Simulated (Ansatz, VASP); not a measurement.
# Two plane-wave programs on Ir

Contents of INCAR:

```
PREC = Accurate
ENCUT = 600
EDIFF = 1E-6
ISMEAR = -1
SIGMA = 0.1
LREAL = F
LASPH = T
NELM = 60
ALGO = Normal
ISIF = 3
LWAVE = F
LCHARG = F
GGA = RE
IBRION = 2
NSW = 80
EDIFFG = -0.01
```

The input KPOINTS:

```
Automatic mesh
0
Gamma
  13 13 4
```

POSCAR

```
Ir
1.0
    2.7148619862      0.0000000000      0.0000000000
   -1.3574309931      2.3511394478      0.0000000000
    0.0000000000      0.0000000000      8.8667392469
Ir
4
Direct
    0.0000000000      0.0000000000      0.0000000000
    0.0000000000      0.0000000000      0.5000000000
    0.3333333333      0.6666666667      0.2500000000
    0.6666666667      0.3333333333      0.7500000000
```

Input for Ansatz:

```yaml
crystal:
  lattice:
    - [2.7148619862, 0.0, 0.0]
    - [-1.3574309931, 2.3511394478, 0.0]
    - [0.0, 0.0, 8.8667392469]
  atoms:
    - { symbol: Ir, position: [0.0, 0.0, 0.0] }
    - { symbol: Ir, position: [0.0, 0.0, 0.5] }
    - { symbol: Ir, position: [0.3333333333, 0.6666666667, 0.25] }
    - { symbol: Ir, position: [0.6666666667, 0.3333333333, 0.75] }
hamiltonian:
  xc: revpbe
  pseudopotentials:
    kind: paw
    azcp:
      Ir: "pseudopotentials/Ir.paw.azcp"
basis:
  ecutwfc: 420
  fft_grid_basis: typed
kpoints:
  mp_grid: { grid: [13, 13, 4], shift: [0, 0, 0] }
magnetization:
  spin_polarized: false
scf:
  occupations: { method: fermi_dirac, width: 0.1 }
relax:
  max_steps: 60
  f_tol: 0.01
  cell: {}
```

Alike in both runs: task relaxation of cell and atoms; functional revPBE; k mesh 13 × 13 × 4; occupations fermi-dirac, width 0.1 eV; no spin polarisation.

|  | VASP | Ansatz |
| --- | --- | --- |
| version | VASP 6.6.1 | Ansatz 0.2.0 |
| potentials or method | VASP PAW PBE potentials, release 64 (Ir), cutoff 600 eV | plane waves (420 eV) with PAW, scalar-relativistic |
| valence electrons in the cell | 36 | 68 |

```tsv
	VASP	Ansatz	Ansatz less VASP
relaxed volume (Å³/atom)	14.69	14.67	-0.023
relaxed cell length with the largest relative difference (Å)	2.749	2.747	-0.0015
```

VASP's potentials were made for PBE, not for revPBE. VASP's potentials hold 36 valence electrons a cell and Ansatz's 68, so a difference there can come from the potentials and not from the codes.

Neither program's run includes spin-orbit coupling. Noted on VASP's run: too few bands were computed for a metal, which touches its energy and stress.
